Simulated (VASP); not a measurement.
A run of VASP 6.6.1:

The input POSCAR:

```
HgPt
1.0
    3.0605617000      0.0000000000      0.0000000000
    0.0000000000      3.0605617000      0.0000000000
    0.0000000000      0.0000000000      3.9834246600
Hg Pt
1 1
Direct
    0.0000000000      0.0000000000      0.0000000000
    0.5000000000      0.5000000000      0.5000000000
```

File INCAR.step1:

```
SYSTEM = HgPt
PREC = Accurate
ENCUT = 520
ISMEAR = -1
SIGMA = 0.1
LREAL = .FALSE.
LASPH = .TRUE.
NELM = 80
NBANDS = 18
GGA = PE
ALGO = Normal
EDIFF = 1E-4
LWAVE = .TRUE.
LCHARG = .FALSE.
```

Contents of INCAR.step2:

```
SYSTEM = HgPt
PREC = Accurate
ENCUT = 520
EDIFF = 1E-7
ISMEAR = -1
SIGMA = 0.1
LREAL = .FALSE.
LASPH = .TRUE.
NELM = 80
ALGO = Normal
ISIF = 2
LWAVE = .FALSE.
LCHARG = .FALSE.
METAGGA = R2SCAN
LMIXTAU = .TRUE.
NBANDS = 18
ISTART = 1
```

File KPOINTS:

```
Automatic mesh
0
G
  11 11 9
  0 0 0
```

Potentials or basis: VASP PAW PBE potentials, release 64 (Hg, Pt).

The run is started by

```sh
$ cat potpaw_PBE.64/Hg/POTCAR potpaw_PBE.64/Pt/POTCAR > POTCAR
$ cp INCAR.step1 INCAR
$ mpirun -np 1 vasp_std > vasp.out
$ cp INCAR.step2 INCAR
$ mpirun -np 1 vasp_std > vasp.out
```

Hardware: 1 thread of Intel(R) Xeon(R) 6975P-C (Granite Rapids), with other jobs on the host.

Q: How long does it take, and how much memory?

A: Run time: 63 s on 1 thread of Intel(R) Xeon(R) 6975P-C (Granite Rapids) (shared host), peak memory 0.21 GiB. Counts: k points 105.
